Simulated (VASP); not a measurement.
**InCoB3: single point with PBE**

InCoB3:

```
CELL_PARAMETERS angstrom
3.32450 0.00000 0.00000
1.66225 -9.59620 0.00000
0.00000 0.00000 -3.25888
ATOMIC_POSITIONS crystal
Co 0.20500 0.59000 0.75000
Co 0.79500 0.41000 0.25000
B 0.65300 0.69400 0.75000
B 0.34700 0.30600 0.25000
B 0.32600 0.34800 0.75000
B 0.67400 0.65200 0.25000
B 0.52500 0.95000 0.75000
B 0.47500 0.05000 0.25000
In 0.92800 0.14400 0.75000
In 0.07200 0.85600 0.25000
```

| Item | Value |
| --- | --- |
| Program | VASP 6.6.1 |
| Task | single point |
| Functional | PBE |
| Potentials or basis | VASP PAW PBE potentials, release 64 (Co, B, In_d) |
| Cutoff | 520 eV |
| k mesh | 6 × 6 × 6 |
| Occupations | gaussian, width 0.0536 eV |
| Spin | no spin polarisation |

- Pressure: 2.2 GPa
- Largest force: 1.978 eV/Å
- Band gap on the k mesh: zero (bands 31 and 32 overlap by 1.37 eV)

Forces in eV/Å, atoms in the order of the input:
```
Co   0.000  1.978  0.000
Co   0.000 -1.978  0.000
B    0.000 -1.258  0.000
B    0.000  1.258  0.000
B    0.000 -1.898  0.000
B    0.000  1.898  0.000
B    0.000 -1.449  0.000
B    0.000  1.449  0.000
In   0.000 -1.493  0.000
In   0.000  1.493  0.000
```

Stress tensor (GPa, compression positive):
```
 15.30   0.00   0.00
  0.00   4.89   0.00
  0.00   0.00 -13.63
```

Levels at points of the mesh, in eV from the Fermi level:
| k point | band 27 | band 28 | band 29 | band 30 | band 31 | band 32 | band 33 | band 34 | band 35 | band 36 |
| --- | --- | --- | --- | --- | --- | --- | --- | --- | --- | --- |
| (0.00, 0.00, 0.00) | -1.01 | -0.87 | -0.55 | 0.07 | 0.27 | 1.48 | 1.69 | 2.00 | 2.28 | 3.26 |
| (0.50, 0.00, 0.00) | -1.39 | -0.94 | -0.93 | -0.77 | -0.12 | 0.31 | 0.32 | 1.69 | 2.89 | 3.12 |
| (0.00, 0.50, 0.00) | -1.01 | -0.87 | -0.53 | -0.28 | 0.09 | 1.25 | 1.83 | 2.00 | 2.75 | 3.54 |
| (0.00, 0.00, 0.50) | -0.69 | -0.69 | -0.30 | -0.30 | 1.01 | 1.01 | 2.77 | 2.77 | 3.06 | 3.06 |
| (0.50, 0.00, 0.50) | -1.82 | -1.82 | -1.15 | -1.15 | -0.28 | -0.28 | 0.29 | 0.29 | 1.26 | 1.26 |
| (0.00, 0.50, 0.50) | -0.55 | -0.55 | -0.08 | -0.08 | 1.03 | 1.03 | 1.63 | 1.63 | 3.20 | 3.20 |

It took 3.7 min on 1 thread of AMD EPYC 9R45 96-Core Processor (Zen 5), on a shared host, peak memory 0.3 GiB.

Caveat: the stress differs along the axes, from -14 to 15 GPa; spin-orbit coupling is left out, which moves the levels of the heavy elements; the run has no spin polarisation, though such a crystal can be magnetic; forces of over 1 eV/Å act on the atoms, so gaps and moduli don't describe the material at rest. Spin polarisation is off, so any magnetic state and its effect on volume and gap are missing.
